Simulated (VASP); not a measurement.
MnCl2, 3 atoms in the cell. The structure is trigonal, space group R-3m (No. 166). Conventional cell: a = 3.532 Å, b = 3.532 Å, c = 16.741 Å, α = 90.00°, β = 90.00°, γ = 120.00°. Mn (site symmetry -3m) has 6 Cl at 2.47 Å within 3.3 Å. Cl (site symmetry 3m) has 3 Mn at 2.47 Å within 3.3 Å. 

```yaml
Program: VASP 6.6.1
Task: single point
Functional: PBEsol
Potentials_or_basis: VASP PAW PBE potentials, release 64 (Mn_pv, Cl)
Cutoff: 520 eV
k_mesh: 9 × 9 × 9
Occupations: fermi-dirac, width 0.08 eV
Spin: collinear spin, ferromagnetic start
Starting_moments: "[4.0, 0.0, 0.0] μB"
Dipole_correction: no
Further_INCAR_settings: ALGO = Normal; EDIFF = 1e-06; NBANDS = 24
```

Potentials or basis: VASP PAW PBE potentials, release 64 (Mn_pv, Cl).

Command:

```sh
$ cat potpaw_PBE.64/Mn_pv/POTCAR potpaw_PBE.64/Cl/POTCAR > POTCAR
$ mpirun -np 1 vasp_std > vasp.out
```

Hardware: 1 thread of Intel(R) Xeon(R) Platinum 8488C (Sapphire Rapids), with other jobs on the host.

Question: Estimate the wall time of this run.

Answer: It took 8.2 min on 1 thread of Intel(R) Xeon(R) Platinum 8488C (Sapphire Rapids), on a shared host, peak memory 0.51 GiB. Counts: scf iterations 14, k points 85.
